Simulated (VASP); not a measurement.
# CoSn (P6/mmm) in VASP: notebook, part 2 of 3

VASP 6.6.1. The steps go on from the part before.

## 3. Single point, PBEsol (17.38 Å³/atom)

INCAR reads:

```
  PREC = Accurate
  ENCUT = 520
  EDIFF = 1E-6
  ISMEAR = 0
  SIGMA = 0.1
  LREAL = False
  LASPH = True
  NELM = 60
  ALGO = Fast
  ISIF = 2
  LWAVE = False
  LCHARG = False
  GGA = PS
  NBANDS = 44
```

KPOINTS reads:

```
Automatic mesh
0
Gamma
  12 12 8
```

POSCAR reads:

```
CoSn
1.0
    5.3220891792      0.0000000000      0.0000000000
   -2.6610445896      4.6090644304      0.0000000000
    0.0000000000      0.0000000000      4.2502273858
Co Sn
3 3
Direct
    0.0000000000      0.5000000000      0.0000000000
    0.5000000000      0.5000000000      0.0000000000
    0.5000000000      0.0000000000      0.0000000000
    0.6666666667      0.3333333333      0.5000000000
    0.3333333333      0.6666666667      0.5000000000
    0.0000000000      0.0000000000      0.0000000000
```

Potentials or basis: VASP PAW PBE potentials, release 64 (Co, Sn_d).

On the command line:

```bash
> cat potpaw_PBE.64/Co/POTCAR potpaw_PBE.64/Sn_d/POTCAR > POTCAR
> mpirun -np 1 vasp_std > vasp.out
```

OUTCAR:

```text
PREC = Accurate
   ENCUT = 520
   EDIFF = 1E-6
   ISMEAR = 0
   LREAL = False
   LASPH = True
   NELM = 60
   ISIF = 2
   GGA = PS

 ion  position               nearest neighbor table
   1  0.000  0.500  0.000-   4 2.62   5 2.62   4 2.62   5 2.62   2 2.66   2 2.66   6 2.66   6 2.66
                             3 2.66   3 2.66
   2  0.500  0.500  0.000-   4 2.62   5 2.62   4 2.62   5 2.62   1 2.66   1 2.66   6 2.66   3 2.66
                             3 2.66   6 2.66
   3  0.500  0.000  0.000-   4 2.62   5 2.62   4 2.62   5 2.62   6 2.66   6 2.66   1 2.66   2 2.66
                             2 2.66   1 2.66
   4  0.667  0.333  0.500-   1 2.62   1 2.62   3 2.62   3 2.62   2 2.62   2 2.62   5 3.07   5 3.07
                             5 3.07   6 3.74   6 3.74   6 3.74   6 3.74   6 3.74   6 3.74
   5  0.333  0.667  0.500-   1 2.62   1 2.62   3 2.62   3 2.62   2 2.62   2 2.62   4 3.07   4 3.07
                             4 3.07   6 3.74   6 3.74   6 3.74   6 3.74   6 3.74   6 3.74
   6  0.000  0.000  0.000-   3 2.66   3 2.66   1 2.66   1 2.66   2 2.66   2 2.66   5 3.74   4 3.74
                             5 3.74   4 3.74   4 3.74   5 3.74   5 3.74   4 3.74   5 3.74   5 3.74

  LATTYP: Found a hexagonal cell.
 ALAT       =     5.3220891792
 C/A-ratio  =     0.7986013091

  Lattice vectors:

 A1 = (   5.3220891792,   0.0000000000,   0.0000000000)
 A2 = (  -2.6610445896,   4.6090644304,   0.0000000000)
 A3 = (   0.0000000000,   0.0000000000,   4.2502273858)

Analysis of symmetry for initial positions (statically):
=====================================================================
 Subroutine PRICEL returns:
 Original cell was already a primitive cell.

 Routine SETGRP: Setting up the symmetry group for a
 hexagonal supercell.

 Subroutine GETGRP returns: Found 24 space group operations
 (whereof 24 operations were pure point group operations)
 out of a pool of 24 trial point group operations.

The static configuration has the point symmetry D_6h.

Analysis of symmetry for dynamics (positions and initial velocities):
=====================================================================
 Subroutine PRICEL returns:
 Original cell was already a primitive cell.

 Routine SETGRP: Setting up the symmetry group for a
 hexagonal supercell.

 Subroutine GETGRP returns: Found 24 space group operations
 (whereof 24 operations were pure point group operations)
 out of a pool of 24 trial point group operations.

The dynamic configuration has the point symmetry D_6h.

 Subroutine INISYM returns: Found 24 space group operations
 (whereof 24 operations are pure point group operations),
 and found     1 'primitive' translations

----------------------------------------------------------------------------------------

                                     Primitive cell

  volume of cell :     104.2574

  direct lattice vectors                    reciprocal lattice vectors
     5.322089179  0.000000000  0.000000000     0.187896137  0.108481886  0.000000000
    -2.661044590  4.609064430  0.000000000     0.000000000  0.216963771  0.000000000
     0.000000000  0.000000000  4.250227386     0.000000000  0.000000000  0.235281529

  length of vectors
     5.322089179  5.322089179  4.250227386     0.216963771  0.216963771  0.235281529

  position of ions in fractional coordinates (direct lattice)
     0.000000000  0.500000000  0.000000000
     0.500000000  0.500000000  0.000000000
[... 42 lines left out ...]
  0.000000  0.000000  0.000000      1.000000
  0.083333 -0.000000  0.000000      6.000000
  0.166667  0.000000  0.000000      6.000000
  0.250000  0.000000  0.000000      6.000000
  0.333333  0.000000  0.000000      6.000000
  0.416667  0.000000  0.000000      6.000000
[... 16 lines left out ...]
  0.250000  0.000000  0.125000     12.000000
  0.333333  0.000000  0.125000     12.000000
 [... further k-points ...]
   k-points           NKPTS =     95   k-points in BZ     NKDIM =     95   number of bands    NBANDS=     44
   number of dos      NEDOS =    301   number of ions     NIONS =      6
   total plane-waves  NPLWV =  51200
   dimension x,y,z NGX =    40 NGY =   40 NGZ =   32
   dimension x,y,z NGXF=    80 NGYF=   80 NGZF=   64
   ions per type =               3   3
   NGX,Y,Z   is equivalent  to a cutoff of  12.49, 12.49, 12.52 a.u.
   NGXF,Y,Z  is equivalent  to a cutoff of  24.99, 24.99, 25.03 a.u.
 SYSTEM =  unknown system
   PREC   = accura    normal or accurate (medium, high low for compatibility)
   ISTART =      0    job   : 0-new  1-cont  2-samecut
   ICHARG =      2    charge: 1-file 2-atom 10-const
   ISPIN  =      1    spin polarized calculation?
   LNONCOLLINEAR =      F non collinear calculations
   LSORBIT =      F    spin-orbit coupling
   LASPH  =      T    aspherical Exc in radial PAW
   ENCUT  =  520.0 eV  38.22 Ry    6.18 a.u.   9.90  9.90  7.90*2*pi/ulx,y,z
   NELM   =     60;   NELMIN=  2; NELMDL= -5     # of ELM steps
   EDIFF  = 0.1E-05   stopping-criterion for ELM
   LREAL  =      F    real-space projection
   EDIFFG = 0.1E-04   stopping-criterion for IOM
   NSW    =      0    number of steps for IOM
   IBRION =     -1    ionic relax: 0-MD 1-quasi-New 2-CG
   NFREE  =      0    steps in history (QN), initial steepest desc. (CG)
   ISIF   =      2    stress and relaxation
   ISYM   =      2    0-nonsym 1-usesym 2-fastsym
   POTIM  = 0.5000    time-step for ionic-motion
   TEBEG  =    0.0;   TEEND  =   0.0 temperature during run
   PSTRESS=    0.0 pullay stress
   NELECT =      69.0000    total number of electrons
   NUPDOWN=      -1.0000    fix difference up-down
   EMIN   =  10.00;   EMAX   =-10.00  energy-range for DOS
   EFERMI =   0.00;   METHOD = LEGACY
   ISMEAR =     0;   SIGMA  =   0.10  broadening in eV -4-tet -1-fermi 0-gaus
   EFERMI_NEDOS =   21; number of points for ismear=-14 and -15
   IALGO  =     68    algorithm
   IMIX   =      4    mixing-type and parameters
     AMIX     =   0.40;   BMIX     =  1.00
     AMIX_MAG =   1.60;   BMIX_MAG =  1.00
  volume/ion in A,a.u.               =      17.38       117.26
  Fermi-wavevector in a.u.,A,eV,Ry     =   1.426666  2.696007 27.692951  2.035374
  Thomas-Fermi vector in A             =   2.546918
   LORBIT       =      0    0 simple, 1 ext, 2 COOP (PROOUT), +10 PAW based schemes
   GGA     = PS    functional components
   LHFCALC =     F    Hartree Fock is set to
   AEXX    =    0.0000 exact exchange contribution
   IVDW    =     0    specifies the selected vdW correction
   LEPSILON=     F    determine dielectric tensor
   LRPA    =     F    only Hartree local field effects (RPA)
 non-spin polarized calculation
 RMM-DIIS sequential band-by-band and
 Gauss-broadening in eV      SIGMA  =   0.10
  energy-cutoff  :      520.00
  volume of cell :      104.26
 maximum number of plane-waves:      2838
 NGX is ok and might be reduce to    40
   NGX = 19   NGY = 19   NGZ = 15

 number of electron      69.0000014 magnetization

 Free energy of the ion-electron system (eV)
  ---------------------------------------------------
  ext. energy  EPLUGINS =         0.00000000
  ---------------------------------------------------
  free energy    TOTEN  =       -36.83727970 eV

  energy without entropy =      -36.82390850  energy(sigma->0) =      -36.83059410

 E-fermi :   9.3783     XC(G=0): -11.7871

 val. band max:        9.3595804761   @ k =   0.3333   0.0000   0.1250
 cond. band min:       9.4084986623   @ k =   0.2500   0.0000   0.0000
 fundamental gap:      0.0489181863
 Fermi energy:         9.3782731007

 k-point     1 :       0.0000    0.0000    0.0000
  band No.  band energies     occupation
      1     -11.9926      2.00000
      2     -11.8824      2.00000
      3     -11.8824      2.00000
      4     -11.8507      2.00000
      5     -11.8507      2.00000
      6     -11.7539      2.00000
[... 1117 lines left out ...]
     43      14.1251      0.00000
     44      15.7907      0.00000

 [... further k-points ...]
[... 5 lines left out ...]
  --------------------------------------------------------------------------------------
  -------------------------------------------------------------------------------------
  Total       -4.7954843     -4.7954843     -4.8569595      0.0000000      0.0000000     -0.0000000
  in kB      -73.6946502    -73.6946502    -74.6393719      0.0000000      0.0000000     -0.0000000
  external PRESSURE =     -74.0095574 kB  Pullay stress =       0.0000000 kB

 VOLUME and BASIS-vectors are now :
 -----------------------------------------------------------------------------
  energy-cutoff  :      520.00
  volume of cell :      104.26
      direct lattice vectors                 reciprocal lattice vectors
     5.322089179  0.000000000  0.000000000     0.187896137  0.108481886  0.000000000
    -2.661044590  4.609064430  0.000000000     0.000000000  0.216963771  0.000000000
     0.000000000  0.000000000  4.250227386     0.000000000  0.000000000  0.235281529

 POSITION                                       TOTAL-FORCE (eV/Angst)
 -----------------------------------------------------------------------------------
     -1.33052      2.30453      0.00000         0.000000      0.000000      0.000000
      1.33052      2.30453      0.00000         0.000000      0.000000      0.000000
      2.66104      0.00000      0.00000         0.000000      0.000000      0.000000
      2.66104      1.53635      2.12511        -0.000000     -0.000000     -0.000000
     -0.00000      3.07271      2.12511        -0.000000      0.000000      0.000000
      0.00000      0.00000      0.00000         0.000000      0.000000      0.000000
 -----------------------------------------------------------------------------------
    total drift:                               -0.000000      0.000000     -0.000000

  FREE ENERGIE OF THE ION-ELECTRON SYSTEM (eV)
  ---------------------------------------------------
  free  energy   TOTEN  =       -36.8372797035 eV

  energy  without entropy=      -36.8239085026  energy(sigma->0) =      -36.83059410
```

Wall time 3.4 min (1 thread of Intel Xeon 6975P-C (Granite Rapids), shared host); peak memory 0.46 GiB.

Results:

- Free energy: -36.8373 eV
- Pressure: -7.4 GPa
- Band gap on the k mesh: zero (an odd number of electrons rules out a gap without spin polarisation)

Caveat: the cell stands under tension; the PAW data sets were made with another functional, which shifts forces and pressure a little; spin-orbit coupling is left out, which moves the levels of the heavy elements; the run has no spin polarisation, though such a crystal can be magnetic. Spin polarisation is off, so any magnetic state and its effect on volume and gap are missing.

## 4. Single point, PBEsol (18.03 Å³/atom)

This run uses another cell than the first one, of 18.03 Å³/atom.

INCAR reads:

```
SYSTEM = CoSn
PREC = Accurate
ENCUT = 520
EDIFF = 1E-7
ISMEAR = 0
SIGMA = 0.1
LREAL = .FALSE.
LASPH = .TRUE.
NELM = 60
ALGO = Fast
ISIF = 2
LWAVE = .FALSE.
LCHARG = .FALSE.
GGA = PS
NBANDS = 44
```

KPOINTS reads:

```
regular mesh
0
G
  12 12 8
  0 0 0
```

POSCAR, as its differences from that of step 3:

```diff
@@ -2,5 +2,5 @@
 1.0
-    5.3220891792      0.0000000000      0.0000000000
-   -2.6610445896      4.6090644304      0.0000000000
-    0.0000000000      0.0000000000      4.2502273858
+    5.3882088491      0.0000000000      0.0000000000
+   -2.6941044245      4.6663257442      0.0000000000
+    0.0000000000      0.0000000000      4.3030306407
 Co Sn
```

On the command line:

```bash
> cat potpaw_PBE.64/Co/POTCAR potpaw_PBE.64/Sn_d/POTCAR > POTCAR
> mpirun -np 1 vasp_std > vasp.out
```

Run time: 4.1 min. Hardware: 1 thread of Intel Xeon 6975P-C (Granite Rapids), shared host; peak memory 0.47 GiB.

It converged, with:

```yaml
Free_energy: -36.6099 eV
Pressure: -11.1 GPa
Band_gap_on_the_k_mesh: zero (an odd number of electrons rules out a gap without spin polarisation)
```

Stress tensor (GPa, compression positive):
```
-11.02   0.00   0.00
  0.00 -11.02   0.00
  0.00   0.00 -11.12
```

Levels at points of the mesh, in eV from the Fermi level:
| k point | band 32 | band 33 | band 34 | band 35 | band 36 | band 37 |
| --- | --- | --- | --- | --- | --- | --- |
| (0.00, 0.00, 0.00) | -0.38 | -0.36 | -0.36 | 0.45 | 0.48 | 1.25 |
| (0.50, 0.00, 0.00) | -0.37 | -0.37 | 0.66 | 0.96 | 1.46 | 1.71 |
| (0.00, 0.00, 0.50) | -0.44 | -0.44 | -0.43 | -0.35 | -0.35 | -0.11 |
| (0.50, 0.00, 0.50) | -0.63 | -0.43 | -0.37 | -0.36 | -0.14 | 0.42 |

Caveat: the cell stands under tension; the PAW data sets were made with another functional, which shifts forces and pressure a little; spin-orbit coupling is left out, which moves the levels of the heavy elements; the run has no spin polarisation, though such a crystal can be magnetic. Spin polarisation is off, so any magnetic state and its effect on volume and gap are missing.

## 5. Single point, PBEsol (15.41 Å³/atom)

This run uses another cell than the first one, of 15.41 Å³/atom.

INCAR reads:

```
SYSTEM = CoSn
PREC = Accurate ; ENCUT = 520
EDIFF = 1E-6 ; ISMEAR = 0
SIGMA = 0.1 ; LREAL = .FALSE.
LASPH = .TRUE. ; NELM = 60
ALGO = Fast ; ISIF = 2
LWAVE = .FALSE. ; LCHARG = .FALSE.
GGA = PS ; NBANDS = 44
```

KPOINTS is that of step 4.

POSCAR, as its differences from that of step 4:

```diff
@@ -2,5 +2,5 @@
 1.0
-    5.3882088491      0.0000000000      0.0000000000
-   -2.6941044245      4.6663257442      0.0000000000
-    0.0000000000      0.0000000000      4.3030306407
+    5.1131611135      0.0000000000      0.0000000000
+   -2.5565805568      4.4281274179      0.0000000000
+    0.0000000000      0.0000000000      4.0833771524
 Co Sn
```

On the command line:

```bash
> cat potpaw_PBE.64/Co/POTCAR potpaw_PBE.64/Sn_d/POTCAR > POTCAR
> mpirun -np 1 vasp_std > vasp.out
```

It took 11 min on 1 thread of Intel Xeon 8259CL, shared host; peak memory 0.43 GiB.

The run converged. Its results:

| Quantity | Value |
| --- | --- |
| Free energy | -36.8000 eV |
| Pressure | 10.4 GPa |
| Band gap on the k mesh | zero (an odd number of electrons rules out a gap without spin polarisation) |

Stress tensor (GPa, compression positive):
```
10.42  0.00  0.00
 0.00 10.42  0.00
 0.00  0.00 10.32
```

Levels at points of the mesh, in eV from the Fermi level:
```csv
k point,band 31,band 32,band 33,band 34,band 35,band 36,band 37,band 38
"(0.00, 0.00, 0.00)",-0.46,-0.46,-0.43,-0.43,0.60,0.85,1.57,1.57
"(0.50, 0.00, 0.00)",-0.69,-0.47,-0.45,0.82,1.14,1.99,2.00,3.04
"(0.00, 0.00, 0.50)",-1.03,-0.56,-0.54,-0.54,-0.41,-0.41,-0.23,0.60
"(0.50, 0.00, 0.50)",-1.05,-0.74,-0.54,-0.47,-0.44,-0.08,0.46,1.44
```

Caveat: the cell stands under pressure; the PAW data sets were made with another functional, which shifts forces and pressure a little; spin-orbit coupling is left out, which moves the levels of the heavy elements; the run has no spin polarisation, though such a crystal can be magnetic. Spin polarisation is off, so any magnetic state and its effect on volume and gap are missing.

[end of part 2 of 3]
